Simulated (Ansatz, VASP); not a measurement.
## Two plane-wave programs on Pt

```
CELL_PARAMETERS angstrom
4.52893 0.00000 0.00000
-2.26446 3.92217 0.00000
0.00000 0.00000 2.70628
ATOMIC_POSITIONS crystal
Pt 0.00000 0.00000 0.00000
Pt 0.66667 0.33333 0.50000
Pt 0.33333 0.66667 0.50000
```

Alike in both runs: functional PBE; k mesh 12 × 12 × 16; occupations gaussian, width 0.1 eV; no spin polarisation.

Ansatz relaxed the structure, and its values are those at the end. VASP's run is a single point on that final structure, the one shown.

|  | VASP | Ansatz |
| --- | --- | --- |
| version | VASP 6.6.1 | Ansatz 0.2.0 |
| potentials or method | VASP PAW PBE potentials, release 64 (Pt), cutoff 520 eV | scalar-relativistic, plane waves, PAW |
| valence electrons in the cell | 30 | 54 |

|  | VASP | Ansatz | Ansatz less VASP |
| --- | --- | --- | --- |
| gap on the k mesh at the Fermi level (eV) | none | none | - |
| pressure (GPa) | -0.5 | 0.0 | +0.50 |

A gap of «none» marks a metal or a gap that the smearing closes. VASP's potentials hold 30 valence electrons a cell and Ansatz's 54, so a difference there can come from the potentials and not from the codes.

Spin-orbit coupling is off throughout.
